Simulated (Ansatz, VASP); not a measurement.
# K: VASP beside Ansatz

File INCAR:

```
ALGO = Fast ; EDIFF = 1E-7
ENCUT = 520 ; GGA = PE
ISIF = 2 ; ISMEAR = -1
LASPH = True ; LCHARG = True
LELF = True ; LREAL = False
LVHAR = True ; LWAVE = False
NBANDS = 16 ; NELM = 80
PREC = Accurate ; SIGMA = 0.05
```

Contents of KPOINTS:

```
k-points
0
Gamma
  9 9 9
```

File POSCAR:

```
K
1.0
   -2.2514162977      2.2514162977      8.2036701254
    2.2514162977     -2.2514162977      8.2036701254
    2.2514162977      2.2514162977     -8.2036701254
K
2
Direct
    0.5000000000      0.5000000000      0.0000000000
    0.2500000000      0.7500000000      0.5000000000
```

File input.yaml:

```yaml
crystal:
  lattice:
    - [-2.2514162977, 2.2514162977, 8.2036701254]
    - [2.2514162977, -2.2514162977, 8.2036701254]
    - [2.2514162977, 2.2514162977, -8.2036701254]
  atoms:
    - { symbol: K, position: [0.5, 0.5, 0.0] }
    - { symbol: K, position: [0.25, 0.75, 0.5] }
hamiltonian:
  xc: pbe
  pseudopotentials: { kind: paw }
kpoints:
  mp_grid: { grid: [9, 9, 9] }
scf:
  occupations: { method: fermi_dirac, width: 0.05 }
output:
  forces: true
  stress: true
  eigenvalues: true
```

Alike in both runs: task single point; functional PBE; k mesh 9 × 9 × 9; occupations fermi-dirac, width 0.05 eV; no spin polarisation.

```csv
,VASP,Ansatz
version,VASP 6.6.1,Ansatz 0.2.0
potentials or method,"VASP PAW PBE potentials, release 64 (K_sv)",Ansatz PAW
plane-wave cutoff (eV),520,420
valence electrons in the cell,18,18
```

|  | VASP | Ansatz | Ansatz less VASP |
| --- | --- | --- | --- |
| gap on the k mesh at the Fermi level (eV) | none | none | - |
| pressure (GPa) | -0.2 | -0.2 | +0.01 |
| traceless stress, the component that is largest in VASP (GPa) | -0.06 | -0.06 | 0.000 |

A gap of «none» marks a metal or a gap that the smearing closes.
